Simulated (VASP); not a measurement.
Runs of VASP 6.6.1 on Si. The structure is cubic, space group Fm-3m (No. 225). The conventional cell has a = 3.340 Å, b = 3.340 Å, c = 3.340 Å, α = 90.00°, β = 90.00°, γ = 90.00°. Within 3.1 Å of Si (site symmetry m-3m) lie 12 Si at 2.36 Å. 

```tsv
k mesh	gap on the mesh (eV)	pressure (GPa)
6 × 6 × 6	none	93.3
9 × 9 × 9	none	(a)
7 × 7 × 7	none	96.3
5 × 5 × 5	none	(b)
10 × 10 × 10	none	95.5
```

Alike in all rows: task single point; level PBE; potentials or basis VASP PAW PBE potentials, release 64 (Si); no spin polarisation; cell as given; cutoff (eV) 500; smearing methfessel-paxton 0.1 eV.

Task: Fill in the values left out.

Result: (a) 93.4; (b) 91.9.

Caveats: some runs use coarse meshes.

A gap of «none» marks levels without a gap at the run's occupations.
